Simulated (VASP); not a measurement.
Input of a VASP 6.6.1 run:

Contents of INCAR:

```
SYSTEM = SmNbS3
ALGO = Normal ; EDIFF = 1E-6
ENCUT = 500 ; GGA = PE
GGA_COMPAT = .False. ; ISIF = 2
ISMEAR = 0 ; ISPIN = 2
LASPH = .True. ; LCHARG = .False.
LMAXMIX = 6 ; LORBIT = 11
LREAL = .False. ; LWAVE = .False.
MAGMOM = 0.04 0.07 0.15 0.15 1.28 ; NBANDS = 33
NELM = 200 ; PREC = Accurate
SIGMA = 0.1
```

File KPOINTS:

```
k-points
0
Gamma
  4 4 2
  0 0 0
```

POSCAR

```
SmNbS3
1.0
    3.7895070600      0.0000000000      0.0000000000
    0.0000000000      3.7895070600      0.0000000000
    0.0000000000      0.0000000000      7.6378534500
Sm Nb S
1 1 3
Direct
    0.5000000000      0.5000000000      0.5000000000
    0.0000000000      0.0000000000      0.5000000000
    0.0000000000      0.0000000000      0.7484778100
    0.0000000000      0.0000000000      0.2515221900
    0.5000000000      0.5000000000      0.0000000000
```

Potentials or basis: VASP PAW PBE potentials, release 64 (Sm_3, Nb_sv, S), 4f in core.

Command:

```sh
$ cat potpaw_PBE.64/Sm_3/POTCAR potpaw_PBE.64/Nb_sv/POTCAR potpaw_PBE.64/S/POTCAR > POTCAR
$ mpirun -np 1 vasp_std > vasp.out
```

Q: What does it give for the pressure?

A: 34.0 GPa.

Q: Predict the largest force.

A: 13.281 eV/Å.

Q: Predict the site moments.

A: Sm +0.06; Nb +0.12; S +0.20, +0.80 (each value once) μB.

Q: Estimate the net moment.

A: 2.09 μB per cell.

Forces in eV/Å, atoms in the order of the input:
```
Sm    0.000   0.000   0.000
Nb    0.000   0.000   0.000
S     0.000   0.000  13.281
S     0.000   0.000 -13.281
S     0.000   0.000   0.000
```

Caveat: the k points lie up to 0.41 Å⁻¹ apart; the magnetic or orbital state may not be the lowest; forces of over 1 eV/Å act on the atoms, so gaps and moduli don't describe the material at rest.
